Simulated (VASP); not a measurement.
# SnSe (Fm-3m) in VASP: settings compared, part 2 of 2

VASP 6.6.1. Earlier steps stand in the parts before.

## 3. Single point, RPBE+D4

This run uses another cell than the first one, of 25.63 Å³/atom, 0.940 times its volume.

Contents of INCAR:

```
SYSTEM = SnSe
PREC     = Accurate       ! precision mode
ENCUT    = 520            ! plane-wave cutoff, eV
EDIFF    = 1E-6           ! SCF threshold, eV
ISMEAR   = -1             ! smearing method
SIGMA    = 0.05           ! smearing width, eV
LREAL    = .False.        ! projectors in reciprocal space
LASPH    = .True.         ! aspherical terms in the spheres
NELM     = 60             ! most SCF steps
ALGO     = Normal         ! electronic algorithm
ISIF     = 2              ! what is computed and relaxed
LWAVE    = .False.        ! write WAVECAR
LCHARG   = .False.        ! write CHGCAR
GGA      = RP             ! functional
IVDW     = 13             ! dispersion correction
NBANDS   = 17             ! bands
```

Contents of KPOINTS:

```
regular mesh
0
Gamma
  8 8 8
  0 0 0
```

Contents of POSCAR:

```
SnSe
1.0
    0.0000000000      2.9485541872      2.9485541872
    2.9485541872      0.0000000000      2.9485541872
    2.9485541872      2.9485541872      0.0000000000
Sn Se
1 1
Direct
    0.0000000000      0.0000000000      0.0000000000
    0.5000000000      0.5000000000      0.5000000000
```

Potentials or basis: VASP PAW PBE potentials, release 64 (Sn_d, Se).

Launch:

```sh
> cat potpaw_PBE.64/Sn_d/POTCAR potpaw_PBE.64/Se/POTCAR > POTCAR
> mpirun -np 1 vasp_std > vasp.out
```

OUTCAR:

```text
SYSTEM = SnSe
   PREC = Accurate
   ENCUT = 520
   EDIFF = 1E-6
   ISMEAR = -1
   LREAL = .False.
   LASPH = .True.
   NELM = 60
   ISIF = 2
   GGA = RP
   IVDW = 13

 ion  position               nearest neighbor table
   1  0.000  0.000  0.000-   2 2.95   2 2.95   2 2.95   2 2.95   2 2.95   2 2.95
   2  0.500  0.500  0.500-   1 2.95   1 2.95   1 2.95   1 2.95   1 2.95   1 2.95

  LATTYP: Found a face centered cubic cell.
 ALAT       =     5.8971083744

  Lattice vectors:

 A1 = (   0.0000000000,   2.9485541872,   2.9485541872)
 A2 = (   2.9485541872,   0.0000000000,   2.9485541872)
 A3 = (   2.9485541872,   2.9485541872,   0.0000000000)

Analysis of symmetry for initial positions (statically):
=====================================================================
 Subroutine PRICEL returns:
 Original cell was already a primitive cell.

 Routine SETGRP: Setting up the symmetry group for a
 face centered cubic supercell.

 Subroutine GETGRP returns: Found 48 space group operations
[... 9 lines left out ...]

 Routine SETGRP: Setting up the symmetry group for a
 face centered cubic supercell.

 Subroutine GETGRP returns: Found 48 space group operations
[... 11 lines left out ...]
                                     Primitive cell

  volume of cell :      51.2693

  direct lattice vectors                    reciprocal lattice vectors
     0.000000000  2.948554187  2.948554187    -0.169574635  0.169574635  0.169574635
     2.948554187  0.000000000  2.948554187     0.169574635 -0.169574635  0.169574635
     2.948554187  2.948554187  0.000000000     0.169574635  0.169574635 -0.169574635

  length of vectors
     4.169885321  4.169885321  4.169885321     0.293711883  0.293711883  0.293711883

  position of ions in fractional coordinates (direct lattice)
     0.000000000  0.000000000  0.000000000
     0.500000000  0.500000000  0.500000000

  ion indices of the primitive-cell ions
   primitive index   ion index
                 1           1
                 2           2

----------------------------------------------------------------------------------------

 KPOINTS: regular mesh

Automatic generation of k-mesh.
 Grid dimensions read from file:
 generate k-points for:    8    8    8

 Generating k-lattice:

  Cartesian coordinates                     Fractional coordinates (reciprocal lattice)
    -0.021196829  0.021196829  0.021196829     0.125000000  0.000000000  0.000000000
     0.021196829 -0.021196829  0.021196829     0.000000000  0.125000000  0.000000000
     0.021196829  0.021196829 -0.021196829     0.000000000  0.000000000  0.125000000

  Length of vectors
     0.036713985  0.036713985  0.036713985

  Shift w.r.t. Gamma in fractional coordinates (k-lattice)
     0.000000000  0.000000000  0.000000000

 Subroutine IBZKPT returns following result:
 ===========================================

 Found     29 irreducible k-points:

 Following reciprocal coordinates:
            Coordinates               Weight
  0.000000  0.000000  0.000000      1.000000
  0.125000  0.000000  0.000000      8.000000
  0.250000  0.000000  0.000000      8.000000
  0.375000  0.000000  0.000000      8.000000
  0.500000  0.000000  0.000000      4.000000
  0.125000  0.125000  0.000000      6.000000
[... 16 lines left out ...]
  0.500000  0.250000  0.125000     48.000000
 -0.375000  0.250000  0.125000     24.000000
 [... further k-points ...]
   k-points           NKPTS =     29   k-points in BZ     NKDIM =     29   number of bands    NBANDS=     17
   number of dos      NEDOS =    301   number of ions     NIONS =      2
   total plane-waves  NPLWV =  32768
   dimension x,y,z NGX =    32 NGY =   32 NGZ =   32
   dimension x,y,z NGXF=    64 NGYF=   64 NGZF=   64
   ions per type =               1   1
   NGX,Y,Z   is equivalent  to a cutoff of  12.76, 12.76, 12.76 a.u.
   NGXF,Y,Z  is equivalent  to a cutoff of  25.52, 25.52, 25.52 a.u.
 SYSTEM =  SnSe
   PREC   = accura    normal or accurate (medium, high low for compatibility)
   ISTART =      0    job   : 0-new  1-cont  2-samecut
   ICHARG =      2    charge: 1-file 2-atom 10-const
   ISPIN  =      1    spin polarized calculation?
   LNONCOLLINEAR =      F non collinear calculations
   LSORBIT =      F    spin-orbit coupling
   LASPH  =      T    aspherical Exc in radial PAW
   ENCUT  =  520.0 eV  38.22 Ry    6.18 a.u.   7.75  7.75  7.75*2*pi/ulx,y,z
   NELM   =     60;   NELMIN=  2; NELMDL= -5     # of ELM steps
   EDIFF  = 0.1E-05   stopping-criterion for ELM
   LREAL  =      F    real-space projection
   EDIFFG = 0.1E-04   stopping-criterion for IOM
   NSW    =      0    number of steps for IOM
   IBRION =     -1    ionic relax: 0-MD 1-quasi-New 2-CG
   NFREE  =      0    steps in history (QN), initial steepest desc. (CG)
   ISIF   =      2    stress and relaxation
   ISYM   =      2    0-nonsym 1-usesym 2-fastsym
   POTIM  = 0.5000    time-step for ionic-motion
   TEBEG  =    0.0;   TEEND  =   0.0 temperature during run
   PSTRESS=    0.0 pullay stress
   NELECT =      20.0000    total number of electrons
   NUPDOWN=      -1.0000    fix difference up-down
   EMIN   =  10.00;   EMAX   =-10.00  energy-range for DOS
   EFERMI =   0.00;   METHOD = LEGACY
   ISMEAR =    -1;   SIGMA  =   0.05  broadening in eV -4-tet -1-fermi 0-gaus
   EFERMI_NEDOS =   21; number of points for ismear=-14 and -15
   IALGO  =     38    algorithm
   IMIX   =      4    mixing-type and parameters
     AMIX     =   0.40;   BMIX     =  1.00
     AMIX_MAG =   1.60;   BMIX_MAG =  1.00
  volume/ion in A,a.u.               =      25.63       172.99
  Fermi-wavevector in a.u.,A,eV,Ry     =   1.196187  2.260466 19.468075  1.430863
  Thomas-Fermi vector in A             =   2.332134
   LORBIT       =      0    0 simple, 1 ext, 2 COOP (PROOUT), +10 PAW based schemes
   GGA     = RP    functional components
   LHFCALC =     F    Hartree Fock is set to
   AEXX    =    0.0000 exact exchange contribution
   IVDW    =    13    specifies the selected vdW correction
   LEPSILON=     F    determine dielectric tensor
   LRPA    =     F    only Hartree local field effects (RPA)
 non-spin polarized calculation
  energy-cutoff  :      520.00
  volume of cell :       51.27
 maximum number of plane-waves:      1411
   NGX = 15   NGY = 15   NGZ = 15

 number of electron      19.9999999 magnetization

 Free energy of the ion-electron system (eV)
  ---------------------------------------------------
  ext. energy  EPLUGINS =         0.00000000
  ---------------------------------------------------
  free energy    TOTEN  =        -7.42103196 eV

  energy without entropy =       -7.42100168  energy(sigma->0) =       -7.42101682

 E-fermi :   6.7652     XC(G=0):  -9.7697

 val. band max:        6.4229465852   @ k =   0.5000   0.0000   0.0000
 cond. band min:       7.1632970527   @ k =  -0.3750   0.1250   0.0000
 fundamental gap:      0.7403504675
 Fermi energy:         6.7651865874

 k-point     1 :       0.0000    0.0000    0.0000
  band No.  band energies     occupation
      1     -15.2604      2.00000
      2     -15.2604      2.00000
      3     -15.2604      2.00000
      4     -15.2579      2.00000
      5     -15.2579      2.00000
      6      -7.8789      2.00000
[... 9 lines left out ...]
     16      12.2043      0.00000
     17      14.6097      0.00000

 k-point     2 :       0.1250    0.0000    0.0000
  band No.  band energies     occupation
      1     -15.2603      2.00000
      2     -15.2603      2.00000
      3     -15.2599      2.00000
      4     -15.2572      2.00000
      5     -15.2572      2.00000
      6      -7.7566      2.00000
[... 9 lines left out ...]
     16      12.6011      0.00000
     17      15.7455      0.00000

 k-point     3 :       0.2500    0.0000    0.0000
  band No.  band energies     occupation
      1     -15.2638      2.00000
      2     -15.2638      2.00000
      3     -15.2589      2.00000
      4     -15.2516      2.00000
      5     -15.2516      2.00000
      6      -7.4240      2.00000
[... 392 lines left out ...]
 k-point    23 :       0.5000    0.2500    0.1250
  band No.  band energies     occupation
      1     -15.2752      2.00000
      2     -15.2616      2.00000
      3     -15.2575      2.00000
      4     -15.2474      2.00000
      5     -15.2441      2.00000
      6      -6.8009      2.00000
[... 9 lines left out ...]
     16      16.3010      0.00000
     17      17.8003      0.00000

 k-point    24 :      -0.3750    0.2500    0.1250
  band No.  band energies     occupation
      1     -15.2765      2.00000
      2     -15.2629      2.00000
      3     -15.2540      2.00000
      4     -15.2491      2.00000
      5     -15.2424      2.00000
      6      -6.6314      2.00000
[... 9 lines left out ...]
     16      17.4303      0.00000
     17      17.4332      0.00000

 [... further k-points ...]

------------------------ aborting loop because EDIFF is reached ----------------------------------------

  DFT-D4 for vdW energy calculation

  Edisp (eV):   -1.55526

  FORCE on cell =-STRESS in cart. coord.  units (eV):
  Direction    XX          YY          ZZ          XY          YZ          ZX
  --------------------------------------------------------------------------------------
  -------------------------------------------------------------------------------------
  Total       0.45254     0.45254     0.45254     0.00000     0.00000     0.00000
  in kB      14.14211    14.14211    14.14211     0.00000     0.00000     0.00000
  external pressure =       14.14 kB  Pullay stress =        0.00 kB

 VOLUME and BASIS-vectors are now :
 -----------------------------------------------------------------------------
  energy-cutoff  :      520.00
  volume of cell :       51.27
      direct lattice vectors                 reciprocal lattice vectors
     0.000000000  2.948554187  2.948554187    -0.169574635  0.169574635  0.169574635
     2.948554187  0.000000000  2.948554187     0.169574635 -0.169574635  0.169574635
     2.948554187  2.948554187  0.000000000     0.169574635  0.169574635 -0.169574635

 POSITION                                       TOTAL-FORCE (eV/Angst)
 -----------------------------------------------------------------------------------
      0.00000      0.00000      0.00000        -0.000000      0.000000      0.000000
      2.94855      2.94855      2.94855         0.000000     -0.000000     -0.000000
 -----------------------------------------------------------------------------------
    total drift:                                0.000000     -0.000000     -0.000000

  FREE ENERGIE OF THE ION-ELECTRON SYSTEM (eV)
  ---------------------------------------------------
  free  energy   TOTEN  =        -8.9762912861 eV

  energy  without entropy=       -8.9762610069  energy(sigma->0) =       -8.97627615
```

Run time: 16 s. Hardware: 1 thread of Intel Xeon 6975P-C, shared host; peak memory 0.19 GiB.

What came out:

| Property | Result |
| --- | --- |
| Free energy | -8.9763 eV |
| Pressure | 1.4 GPa |
| Band gap on the k mesh | 0.74 eV, indirect (least direct gap 0.84 eV) |
| Dispersion energy per atom | -0.778 eV |

Caveat: the PAW data sets were made with another functional, which shifts forces and pressure a little; spin-orbit coupling is left out, which moves the levels of the heavy elements.

## 4. Single point, PBE exchange alone

This run uses another cell than the first one, of 25.63 Å³/atom, 0.940 times its volume.

Contents of INCAR:

```
SYSTEM = SnSe
  PREC = Accurate
  ENCUT = 520
  EDIFF = 1E-6
  ISMEAR = -1
  SIGMA = 0.05
  LREAL = .FALSE.
  LASPH = .TRUE.
  NELM = 80
  ALGO = Normal
  ISIF = 2
  LWAVE = .FALSE.
  LCHARG = .TRUE.
  GGA = PE
  ALDAC = 0.0
  AGGAC = 0.0
  LELF = .TRUE.
  LVHAR = .TRUE.
  NBANDS = 17
```

Contents of KPOINTS:

```
Automatic mesh
0
G
  8 8 8
  0 0 0
```

POSCAR is that of step 3.

Launch:

```sh
> cat potpaw_PBE.64/Sn_d/POTCAR potpaw_PBE.64/Se/POTCAR > POTCAR
> mpirun -np 1 vasp_std > vasp.out
```

Run time: 17 s. Hardware: 1 thread of Intel Xeon 6975P-C, shared host; peak memory 0.18 GiB.

Results (log left out):

* Free energy: -5.4249 eV
* Pressure: 15.3 GPa
* Band gap on the k mesh: 0.67 eV, direct

Levels at points of the mesh, in eV from the valence-band top:
```tsv
k point	band 7	band 8	band 9	band 10	band 11	band 12	band 13	band 14
(0.00, 0.00, 0.00)	-5.02	-2.48	-2.48	-2.48	4.39	4.39	4.39	5.90
(0.50, 0.00, 0.00)	-8.49	-2.19	-2.19	0.00	0.67	1.12	1.12	8.69
(0.50, 0.50, 0.00)	-6.22	-5.91	-4.01	-4.01	3.04	5.54	5.54	6.31
```

Caveat: spin-orbit coupling is left out, which moves the levels of the heavy elements. A k mesh can miss the band edges.

## 5. Single point, PBE+D3(BJ)

This run uses another cell than the first one, of 26.64 Å³/atom, 0.977 times its volume.

Contents of INCAR:

```
SYSTEM = SnSe
PREC = Accurate ; ENCUT = 520
EDIFF = 1E-6 ; ISMEAR = -1
SIGMA = 0.05 ; LREAL = .FALSE.
LASPH = .TRUE. ; NELM = 100
ALGO = Normal ; ISIF = 2
LWAVE = .FALSE. ; LCHARG = .FALSE.
GGA = PE ; IVDW = 12
NBANDS = 17
```

KPOINTS is that of step 4.

Contents of POSCAR:

```
SnSe
1.0
    0.0000000000      2.9867158511      2.9867158511
    2.9867158511      0.0000000000      2.9867158511
    2.9867158511      2.9867158511      0.0000000000
Sn Se
1 1
Direct
    0.0000000000      0.0000000000      0.0000000000
    0.5000000000      0.5000000000      0.5000000000
```

Launch:

```sh
> cat potpaw_PBE.64/Sn_d/POTCAR potpaw_PBE.64/Se/POTCAR > POTCAR
> mpirun -np 1 vasp_std > vasp.out
```

It took 18 s on 1 thread of Intel Xeon 6975P-C, shared host; peak memory 0.19 GiB.

Results (log left out):

| Property | Result |
| --- | --- |
| Free energy | -8.9302 eV |
| Pressure | 0.0 GPa |
| Band gap on the k mesh | 0.69 eV, direct |
| Dispersion energy per atom | -0.362 eV |

Levels at points of the mesh, in eV from the valence-band top:
```csv
k point,band 7,band 8,band 9,band 10,band 11,band 12,band 13,band 14
"(0.00, 0.00, 0.00)",-4.97,-2.24,-2.24,-2.24,4.43,4.43,4.43,5.86
"(0.50, 0.00, 0.00)",-8.15,-1.99,-1.99,0.00,0.69,1.26,1.26,8.33
"(0.50, 0.50, 0.00)",-5.99,-5.61,-3.73,-3.73,2.97,5.50,5.50,6.14
```

Caveat: spin-orbit coupling is left out, which moves the levels of the heavy elements. A k mesh can miss the band edges.

## 6. Single point, RPBE+D4

This run uses another cell than the first one, of 26.18 Å³/atom, 0.960 times its volume.

Contents of INCAR:

```
PREC = Accurate
ENCUT = 520
EDIFF = 1E-6
ISMEAR = -1
SIGMA = 0.05
LREAL = F
LASPH = T
NELM = 80
ALGO = Normal
ISIF = 2
LWAVE = F
LCHARG = T
GGA = RP
IVDW = 13
LELF = T
LVHAR = T
NBANDS = 17
```

Contents of KPOINTS:

```
regular mesh
0
Gamma
  8 8 8
```

Contents of POSCAR:

```
SnSe
1.0
    0.0000000000      2.9693193375      2.9693193375
    2.9693193375      0.0000000000      2.9693193375
    2.9693193375      2.9693193375      0.0000000000
Sn Se
1 1
Direct
    0.0000000000      0.0000000000      0.0000000000
    0.5000000000      0.5000000000      0.5000000000
```

Potentials or basis: VASP PAW PBE potentials, release 64 (Sn_d, Se).

Launch:

```sh
> cat potpaw_PBE.64/Sn_d/POTCAR potpaw_PBE.64/Se/POTCAR > POTCAR
> mpirun -np 1 vasp_std > vasp.out
```

OUTCAR:

```text
PREC = Accurate
   ENCUT = 520
   EDIFF = 1E-6
   ISMEAR = -1
   LREAL = F
   LASPH = T
   NELM = 80
   ISIF = 2
   GGA = RP
   IVDW = 13

 ion  position               nearest neighbor table
   1  0.000  0.000  0.000-   2 2.97   2 2.97   2 2.97   2 2.97   2 2.97   2 2.97
   2  0.500  0.500  0.500-   1 2.97   1 2.97   1 2.97   1 2.97   1 2.97   1 2.97

  LATTYP: Found a face centered cubic cell.
 ALAT       =     5.9386386750

  Lattice vectors:

 A1 = (   0.0000000000,   2.9693193375,   2.9693193375)
 A2 = (   2.9693193375,   0.0000000000,   2.9693193375)
[... 665 lines left out ...]

  DFT-D4 for vdW energy calculation

  Edisp (eV):   -1.52201

  FORCE on cell =-STRESS in cart. coord.  units (eV):
  Direction    XX          YY          ZZ          XY          YZ          ZX
  --------------------------------------------------------------------------------------
  -------------------------------------------------------------------------------------
  Total       0.06209     0.06209     0.06209    -0.00000     0.00000     0.00000
  in kB       1.89976     1.89976     1.89976    -0.00000     0.00000     0.00000
  external pressure =        1.90 kB  Pullay stress =        0.00 kB

 VOLUME and BASIS-vectors are now :
 -----------------------------------------------------------------------------
  energy-cutoff  :      520.00
  volume of cell :       52.36
      direct lattice vectors                 reciprocal lattice vectors
     0.000000000  2.969319337  2.969319337    -0.168388760  0.168388760  0.168388760
     2.969319337  0.000000000  2.969319337     0.168388760 -0.168388760  0.168388760
     2.969319337  2.969319337  0.000000000     0.168388760  0.168388760 -0.168388760

 POSITION                                       TOTAL-FORCE (eV/Angst)
 -----------------------------------------------------------------------------------
      0.00000      0.00000      0.00000        -0.000000      0.000000      0.000000
      2.96932      2.96932      2.96932         0.000000     -0.000000     -0.000000
 -----------------------------------------------------------------------------------
    total drift:                                0.000000     -0.000000     -0.000000

  FREE ENERGIE OF THE ION-ELECTRON SYSTEM (eV)
  ---------------------------------------------------
  free  energy   TOTEN  =        -8.9820662840 eV

  energy  without entropy=       -8.9820343320  energy(sigma->0) =       -8.98205031
```

Wall time 20 s (1 thread of Intel Xeon 6975P-C, shared host); peak memory 0.19 GiB.

Results:

- Free energy: -8.9821 eV
- Pressure: 0.2 GPa
- Band gap on the k mesh: 0.71 eV, indirect (least direct gap 0.73 eV)
- Dispersion energy per atom: -0.761 eV

Levels at points of the mesh, in eV from the valence-band top:
```tsv
k point	band 6	band 7	band 8	band 9	band 10	band 11	band 12	band 13	band 14	band 15
(0.00, 0.00, 0.00)	-14.17	-4.89	-2.35	-2.35	-2.35	4.49	4.49	4.49	5.79	5.79
(0.50, 0.00, 0.00)	-13.14	-8.26	-2.10	-2.10	0.00	0.73	1.22	1.22	8.41	10.21
(0.50, 0.50, 0.00)	-12.83	-5.99	-5.78	-3.87	-3.87	2.90	5.59	5.59	6.26	10.50
```

Caveat: the PAW data sets were made with another functional, which shifts forces and pressure a little; spin-orbit coupling is left out, which moves the levels of the heavy elements. A k mesh can miss the band edges.

## 7. The runs side by side

| level | cell | smearing | gap on the mesh (eV) | pressure (GPa) |
| --- | --- | --- | --- | --- |
| PBE | a = 4.257 Å, angles 60.0°, 2 atoms | gaussian 0.023 eV | 0.58 | 0.9 |
| RPBE+D4 | a = 4.170 Å, angles 60.0°, 2 atoms | fermi-dirac 0.05 eV | 0.74 | 1.4 |
| PBE exchange alone | a = 4.170 Å, angles 60.0°, 2 atoms | fermi-dirac 0.05 eV | 0.67 | 15.3 |
| PBE+D3(BJ) | a = 4.224 Å, angles 60.0°, 2 atoms | fermi-dirac 0.05 eV | 0.69 | 0.0 |
| RPBE+D4 | a = 4.199 Å, angles 60.0°, 2 atoms | fermi-dirac 0.05 eV | 0.71 | 0.2 |

Alike in all rows: task single point; potentials or basis VASP PAW PBE potentials, release 64 (Sn_d, Se); no spin polarisation; k mesh 8 × 8 × 8; cutoff (eV) 520.

Caveats: spin-orbit coupling is left out, which moves the levels of the heavy elements; the PAW data sets were made with another functional, which shifts forces and pressure a little (some runs).

Total energies depend on the potentials used, so only differences within one code and one set of settings carry meaning.
